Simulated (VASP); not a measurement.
# Al7P8 (a cell with a defect) in VASP: single point with PBE

Aim: the single point of Al7P8 (a cell with a defect) with PBE.

All numbers are computed with VASP 6.6.1; they aren't measurements. Logs are shortened: lines on timing, memory, paths and dates and some standing lists are left out, and cuts for length are marked.

## Step 1: The cell of the first run

The cell holds a defect, 15 atoms: a = 7.788 Å, b = 7.788 Å, c = 7.788 Å, α = 60.00°, β = 60.00°, γ = 60.00°.

## Step 2: Single point, PBE

Contents of INCAR:

```
SYSTEM = Al7P8
ALGO = Normal
EDIFF = 1E-7
ENCUT = 520
GGA = PE
ISIF = 2
ISMEAR = 0
LASPH = .True.
LCHARG = .False.
LREAL = Auto
LWAVE = .False.
NBANDS = 44
NELECT = 64.0
NELM = 80
PREC = Accurate
SIGMA = 0.05
```

Contents of KPOINTS:

```
k-points
0
Gamma
  4 4 4
  0 0 0
```

Contents of POSCAR:

```
Al7P8
1.0
   -5.5068011416      5.5068011416      0.0000000000
   -5.5068011416      0.0000000000      5.5068011416
    0.0000000000      5.5068011416      5.5068011416
Al P
7 8
Direct
   -0.2024130346      0.4524130346     -0.0475869654
    0.4745028009      0.0309290609      0.0200653374
    0.4745028009      0.5200653374      0.5309290609
    0.0193227093     -0.0531788149      0.0145333962
    0.0193227093      0.5145333962      0.4468211851
    0.5110692222     -0.0030096036      0.4969903964
   -0.0050500150     -0.0030096036      0.4969903964
    0.5850763711      0.6649236289      0.1649236289
    0.1591577355      0.5908422645      0.0908422645
    0.6457553422      0.1438146215      0.1192699236
    0.6457553422      0.6192699236      0.6438146215
    0.0911601127      0.1438146215      0.1192699236
    0.0911601127      0.6192699236      0.6438146215
    0.6119165542      0.1380834458      0.6380834458
    0.1287612364      0.1212387636      0.6212387636
```

Potentials or basis: VASP PAW PBE potentials, release 64 (Al, P).

Run with:

```sh
$ cat potpaw_PBE.64/Al/POTCAR potpaw_PBE.64/P/POTCAR > POTCAR
$ mpirun -np 1 vasp_std > vasp.out
```

OUTCAR:

```text
SYSTEM = Al7P8
   EDIFF = 1E-7
   ENCUT = 520
   GGA = PE
   ISIF = 2
   ISMEAR = 0
   LASPH = .True.
   LREAL = Auto
   NELECT = 64.0
   NELM = 80
   PREC = Accurate

 ion  position               nearest neighbor table
   1  0.798  0.452  0.952-   8 2.34  10 2.65  11 2.65  12 2.65  13 2.65   5 3.29   4 3.29
   2  0.475  0.031  0.020-   8 2.33  14 2.43  10 2.46  12 2.46
   3  0.475  0.520  0.531-   8 2.33  14 2.43  11 2.46  13 2.46
   4  0.019  0.947  0.015-   9 2.28  10 2.43  12 2.43  15 2.52   1 3.29
   5  0.019  0.515  0.447-   9 2.28  11 2.43  13 2.43  15 2.52   1 3.29
   6  0.511  0.997  0.497-  10 2.41  11 2.41  15 2.43  14 2.44
   7  0.995  0.997  0.497-  12 2.41  13 2.41  15 2.43  14 2.44
   8  0.585  0.665  0.165-   2 2.33   3 2.33   1 2.34
   9  0.159  0.591  0.091-   4 2.28   5 2.28
  10  0.646  0.144  0.119-   6 2.41   4 2.43   2 2.46   1 2.65
  11  0.646  0.619  0.644-   6 2.41   5 2.43   3 2.46   1 2.65
  12  0.091  0.144  0.119-   7 2.41   4 2.43   2 2.46   1 2.65
  13  0.091  0.619  0.644-   7 2.41   5 2.43   3 2.46   1 2.65
  14  0.612  0.138  0.638-   2 2.43   3 2.43   6 2.44   7 2.44
  15  0.129  0.121  0.621-   6 2.43   7 2.43   4 2.52   5 2.52

  LATTYP: Found a face centered cubic cell.
 ALAT       =    11.0136022832

  Lattice vectors:

 A1 = (  -5.5068011416,   5.5068011416,   0.0000000000)
 A2 = (  -5.5068011416,   0.0000000000,   5.5068011416)
 A3 = (   0.0000000000,   5.5068011416,   5.5068011416)

Analysis of symmetry for initial positions (statically):
[... 5 lines left out ...]
 face centered cubic supercell.

 Subroutine GETGRP returns: Found  4 space group operations
 (whereof  2 operations were pure point group operations)
 out of a pool of 48 trial point group operations.

The static configuration has the point symmetry C_1h.
 The point group associated with its full space group is C_2v.

Analysis of symmetry for dynamics (positions and initial velocities):
[... 5 lines left out ...]
 face centered cubic supercell.

 Subroutine GETGRP returns: Found  4 space group operations
 (whereof  2 operations were pure point group operations)
 out of a pool of 48 trial point group operations.

The dynamic configuration has the point symmetry C_1h.
 The point group associated with its full space group is C_2v.

 Subroutine INISYM returns: Found  4 space group operations
 (whereof  2 operations are pure point group operations),
 and found     1 'primitive' translations

----------------------------------------------------------------------------------------

                                     Primitive cell

  volume of cell :     333.9859

  direct lattice vectors                    reciprocal lattice vectors
    -5.506801142  5.506801142  0.000000000    -0.090796814  0.090796814 -0.090796814
    -5.506801142  0.000000000  5.506801142    -0.090796814 -0.090796814  0.090796814
     0.000000000  5.506801142  5.506801142     0.090796814  0.090796814  0.090796814

  length of vectors
     7.787792860  7.787792860  7.787792860     0.157264695  0.157264695  0.157264695

  position of ions in fractional coordinates (direct lattice)
     0.797586965  0.452413035  0.952413035
     0.474502801  0.030929061  0.020065337
     0.474502801  0.520065337  0.530929061
     0.019322709  0.946821185  0.014533396
     0.019322709  0.514533396  0.446821185
     0.511069222  0.996990396  0.496990396
     0.994949985  0.996990396  0.496990396
     0.585076371  0.664923629  0.164923629
     0.159157736  0.590842264  0.090842264
     0.645755342  0.143814621  0.119269924
     0.645755342  0.619269924  0.643814621
     0.091160113  0.143814621  0.119269924
     0.091160113  0.619269924  0.643814621
     0.611916554  0.138083446  0.638083446
     0.128761236  0.121238764  0.621238764

  ion indices of the primitive-cell ions
   primitive index   ion index
                 1           1
                 2           2
                 3           3
                 4           4
                 5           5
                 6           6
                 7           7
                 8           8
                 9           9
                10          10
                11          11
                12          12
                13          13
                14          14
                15          15

----------------------------------------------------------------------------------------

 KPOINTS: k-points

Automatic generation of k-mesh.
 Grid dimensions read from file:
 generate k-points for:    4    4    4

 Generating k-lattice:

  Cartesian coordinates                     Fractional coordinates (reciprocal lattice)
    -0.022699204  0.022699204 -0.022699204     0.250000000  0.000000000  0.000000000
    -0.022699204 -0.022699204  0.022699204     0.000000000  0.250000000  0.000000000
     0.022699204  0.022699204  0.022699204     0.000000000  0.000000000  0.250000000

  Length of vectors
     0.039316174  0.039316174  0.039316174

  Shift w.r.t. Gamma in fractional coordinates (k-lattice)
     0.000000000  0.000000000  0.000000000

 Subroutine IBZKPT returns following result:
 ===========================================

 Found     18 irreducible k-points:

 Following reciprocal coordinates:
            Coordinates               Weight
  0.000000  0.000000  0.000000      1.000000
  0.250000  0.000000  0.000000      4.000000
  0.000000  0.250000  0.000000      4.000000
  0.500000  0.000000  0.000000      2.000000
  0.000000  0.500000  0.000000      2.000000
  0.250000  0.250000  0.000000      4.000000
[... 10 lines left out ...]
 -0.250000  0.500000  0.250000      4.000000
  0.500000  0.250000 -0.250000      2.000000
   k-points           NKPTS =     18   k-points in BZ     NKDIM =     18   number of bands    NBANDS=     44
   number of dos      NEDOS =    301   number of ions     NIONS =     15
   total plane-waves  NPLWV = 216000
   dimension x,y,z NGX =    60 NGY =   60 NGZ =   60
   dimension x,y,z NGXF=   120 NGYF=  120 NGZF=  120
   ions per type =               7   8
   NGX,Y,Z   is equivalent  to a cutoff of  12.81, 12.81, 12.81 a.u.
   NGXF,Y,Z  is equivalent  to a cutoff of  25.62, 25.62, 25.62 a.u.
 SYSTEM =  Al7P8
   PREC   = accura    normal or accurate (medium, high low for compatibility)
   ISTART =      0    job   : 0-new  1-cont  2-samecut
   ICHARG =      2    charge: 1-file 2-atom 10-const
   ISPIN  =      1    spin polarized calculation?
   LNONCOLLINEAR =      F non collinear calculations
   LSORBIT =      F    spin-orbit coupling
   LASPH  =      T    aspherical Exc in radial PAW
   ENCUT  =  520.0 eV  38.22 Ry    6.18 a.u.  14.48 14.48 14.48*2*pi/ulx,y,z
   NELM   =     80;   NELMIN=  2; NELMDL= -5     # of ELM steps
   EDIFF  = 0.1E-06   stopping-criterion for ELM
   LREAL  =      T    real-space projection
   EDIFFG = 0.1E-05   stopping-criterion for IOM
   NSW    =      0    number of steps for IOM
   IBRION =     -1    ionic relax: 0-MD 1-quasi-New 2-CG
   NFREE  =      0    steps in history (QN), initial steepest desc. (CG)
   ISIF   =      2    stress and relaxation
   ISYM   =      2    0-nonsym 1-usesym 2-fastsym
   POTIM  = 0.5000    time-step for ionic-motion
   TEBEG  =    0.0;   TEEND  =   0.0 temperature during run
   PSTRESS=    0.0 pullay stress
   NELECT =      64.0000    total number of electrons
   NUPDOWN=      -1.0000    fix difference up-down
   EMIN   =  10.00;   EMAX   =-10.00  energy-range for DOS
   EFERMI =   0.00;   METHOD = LEGACY
   ISMEAR =     0;   SIGMA  =   0.05  broadening in eV -4-tet -1-fermi 0-gaus
   EFERMI_NEDOS =   21; number of points for ismear=-14 and -15
   IALGO  =     38    algorithm
   IMIX   =      4    mixing-type and parameters
     AMIX     =   0.40;   BMIX     =  1.00
     AMIX_MAG =   1.60;   BMIX_MAG =  1.00
  volume/ion in A,a.u.               =      22.27       150.26
  Fermi-wavevector in a.u.,A,eV,Ry     =   0.943826  1.783573 12.120181  0.890808
  Thomas-Fermi vector in A             =   2.071572
   LORBIT       =      0    0 simple, 1 ext, 2 COOP (PROOUT), +10 PAW based schemes
   GGA     = PE    functional components
   LHFCALC =     F    Hartree Fock is set to
   AEXX    =    0.0000 exact exchange contribution
   IVDW    =     0    specifies the selected vdW correction
   LEPSILON=     F    determine dielectric tensor
   LRPA    =     F    only Hartree local field effects (RPA)
 non-spin polarized calculation
 Gauss-broadening in eV      SIGMA  =   0.05
  energy-cutoff  :      520.00
  volume of cell :      333.99
 maximum number of plane-waves:      9089
 NGX is ok and might be reduce to    60
   NGX = 29   NGY = 29   NGZ = 29

 number of electron      64.0000001 magnetization

 Free energy of the ion-electron system (eV)
  ---------------------------------------------------
  ext. energy  EPLUGINS =         0.00000000
  ---------------------------------------------------
  free energy    TOTEN  =       -59.99101428 eV

  energy without entropy =      -59.98689624  energy(sigma->0) =      -59.98895526

 E-fermi :   5.1114     XC(G=0):  -9.1264

 val. band max:        5.1094362508   @ k =   0.0000   0.5000   0.0000
 cond. band min:       5.1313298779   @ k =   0.2500   0.0000   0.0000
 fundamental gap:      0.0218936271
 Fermi energy:         5.1113858075

 k-point     1 :       0.0000    0.0000    0.0000
  band No.  band energies     occupation
      1      -7.5290      2.00000
      2      -5.9956      2.00000
      3      -5.9947      2.00000
      4      -5.7821      2.00000
      5      -5.6875      2.00000
      6      -5.1284      2.00000
[... 36 lines left out ...]
     43       7.6775      0.00000
     44       7.7966      0.00000

 k-point     2 :       0.2500    0.0000    0.0000
  band No.  band energies     occupation
      1      -7.3672      2.00000
      2      -6.2553      2.00000
      3      -5.9375      2.00000
      4      -5.8640      2.00000
      5      -5.7177      2.00000
      6      -5.2446      2.00000
[... 36 lines left out ...]
     43       7.9811      0.00000
     44       7.9916      0.00000

 k-point     3 :       0.0000    0.2500    0.0000
  band No.  band energies     occupation
      1      -7.3773      2.00000
      2      -6.2501      2.00000
      3      -5.9902      2.00000
      4      -5.8080      2.00000
      5      -5.6284      2.00000
      6      -5.2395      2.00000
[... 36 lines left out ...]
     43       8.0805      0.00000
     44       8.1048      0.00000

 k-point     4 :       0.5000    0.0000    0.0000
  band No.  band energies     occupation
      1      -7.0071      2.00000
      2      -6.7672      2.00000
      3      -5.8940      2.00000
      4      -5.8530      2.00000
      5      -5.6872      2.00000
      6      -5.4061      2.00000
[... 600 lines left out ...]
     43       9.0492      0.00000
     44       9.2012      0.00000

 k-point    17 :      -0.2500    0.5000    0.2500
  band No.  band energies     occupation
      1      -6.7328      2.00000
      2      -6.6561      2.00000
      3      -6.4254      2.00000
      4      -6.0678      2.00000
      5      -5.5417      2.00000
      6      -5.3548      2.00000
[... 36 lines left out ...]
     43       8.5162      0.00000
     44       8.6548      0.00000

 k-point    18 :       0.5000    0.2500   -0.2500
  band No.  band energies     occupation
      1      -6.7381      2.00000
      2      -6.6563      2.00000
      3      -6.3246      2.00000
      4      -6.1497      2.00000
      5      -5.5769      2.00000
      6      -5.4624      2.00000
[... 36 lines left out ...]
     43       8.6140      0.00000
     44       8.6167      0.00000

------------------------ aborting loop because EDIFF is reached ----------------------------------------

  FORCE on cell =-STRESS in cart. coord.  units (eV):
  Direction    XX          YY          ZZ          XY          YZ          ZX
  --------------------------------------------------------------------------------------
  -------------------------------------------------------------------------------------
  Total       16.1190949     16.1190949     20.8875621      1.6372680      0.0000000      0.0000000
  in kB       77.3255573     77.3255573    100.2005626      7.8542043      0.0000000      0.0000000
  external PRESSURE =      84.9505590 kB  Pullay stress =       0.0000000 kB

 VOLUME and BASIS-vectors are now :
 -----------------------------------------------------------------------------
  energy-cutoff  :      520.00
  volume of cell :      333.99
      direct lattice vectors                 reciprocal lattice vectors
    -5.506801142  5.506801142  0.000000000    -0.090796814  0.090796814 -0.090796814
    -5.506801142  0.000000000  5.506801142    -0.090796814 -0.090796814  0.090796814
     0.000000000  5.506801142  5.506801142     0.090796814  0.090796814  0.090796814

 POSITION                                       TOTAL-FORCE (eV/Angst)
 -----------------------------------------------------------------------------------
     -6.88350      9.63690      7.73610        -0.000000      0.000000      0.004594
     -2.78331      2.72349      0.28082        -0.000299     -0.000299     -0.007684
     -5.47689      5.53671      5.78762         0.000299      0.000299     -0.007684
     -5.32036      0.18644      5.29399        -0.005704     -0.005704      0.013900
     -2.93984      2.56696      5.29399         0.005704      0.005704      0.013900
     -8.30458      5.55118      8.22706        -0.004206      0.004206      0.005027
    -10.96922      8.21582      8.22706         0.004206     -0.004206      0.005027
     -6.88350      4.13010      4.56980         0.000000     -0.000000     -0.001158
     -4.13010      1.37670      3.75390         0.000000     -0.000000      0.001261
     -4.34800      4.21284      1.44875         0.002652      0.006282     -0.006297
     -6.96624      7.10141      6.95556        -0.006282     -0.002652     -0.006297
     -1.29396      1.15880      1.44875         0.006282      0.002652     -0.006297
     -3.91220      4.04736      6.95556        -0.002652     -0.006282     -0.006297
     -4.13010      6.88350      4.27420         0.000000     -0.000000      0.002250
     -1.37670      4.13010      4.08868         0.000000     -0.000000     -0.004244
 -----------------------------------------------------------------------------------
    total drift:                                0.000001     -0.000001     -0.004561

  FREE ENERGIE OF THE ION-ELECTRON SYSTEM (eV)
  ---------------------------------------------------
  free  energy   TOTEN  =       -59.9910142776 eV

  energy  without entropy=      -59.9868962370  energy(sigma->0) =      -59.98895526
```

Wall time 10 min (1 thread of AMD EPYC 9R45 (Zen 5), shared host); peak memory 0.49 GiB.

What came out:

```
Free energy   : -59.9910 eV
Largest force : 0.016 eV/Å
```

Forces on the atoms (eV/Å):
```
Al   0.000  0.000  0.005
Al   0.000  0.000 -0.008
Al   0.000  0.000 -0.008
Al  -0.006 -0.006  0.014
Al   0.006  0.006  0.014
Al  -0.004  0.004  0.005
Al   0.004 -0.004  0.005
P    0.000  0.000 -0.001
P    0.000  0.000  0.001
P    0.003  0.006 -0.006
P   -0.006 -0.003 -0.006
P    0.006  0.003 -0.006
P   -0.003 -0.006 -0.006
P    0.000  0.000  0.002
P    0.000  0.000 -0.004
```

Caveat: the cell carries a net charge on a neutralising background, which shifts energy and pressure; the cell is charged against a uniform background, so pressure and absolute levels hang on convention.
